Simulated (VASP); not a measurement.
Set up this calculation in VASP 6.6.1, as the native input.

- Task: single point
- Functional: PBEsol
- Potentials or basis: VASP PAW PBE potentials, release 64 (Ta_pv, N)
- Cutoff: 520 eV
- k mesh: 20 × 20 × 20
- Occupations: gaussian, width 0.15 eV
- Spin: no spin polarisation
- Dipole correction: no
- Further INCAR settings: ALGO = Normal; EDIFF = 1e-07; NBANDS = 15

The structure of TaN lies in POSCAR:

```
TaN
1.0
    0.0901075934      2.2526898356      2.2526898356
    2.2526898356      0.0901075934      2.2526898356
    2.2526898356      2.2526898356      0.0901075934
Ta N
1 1
Direct
    0.5000000000      0.5000000000      0.5000000000
    0.0000000000      0.0000000000      0.0000000000
```

One way to write it, as run:

INCAR

```
SYSTEM = TaN
  PREC = Accurate
  ENCUT = 520
  EDIFF = 1E-7
  ISMEAR = 0
  SIGMA = 0.15
  LREAL = .False.
  LASPH = .True.
  NELM = 100
  ALGO = Normal
  ISIF = 2
  LWAVE = .False.
  LCHARG = .False.
  GGA = PS
  NBANDS = 15
```

KPOINTS

```
Automatic mesh
0
Gamma
  20 20 20
  0 0 0
```

Potentials or basis: VASP PAW PBE potentials, release 64 (Ta_pv, N).

Command:

```bash
$ cat potpaw_PBE.64/Ta_pv/POTCAR potpaw_PBE.64/N/POTCAR > POTCAR
$ mpirun -np 1 vasp_std > vasp.out
```

Results of the run:

```yaml
Pressure: -7.6 GPa
Band_gap_on_the_k_mesh: zero (band 8 reaches 10.81 eV, above the bottom of band 9 at 7.43 eV)
```

Caveat: the PAW data sets were made with another functional, which shifts forces and pressure a little; spin-orbit coupling is left out, which moves the levels of the heavy elements.

Run time: 6.1 min on 1 thread of AMD EPYC 7R43 64-Core Processor (Zen 3), with other jobs on the host, peak memory 0.32 GiB.
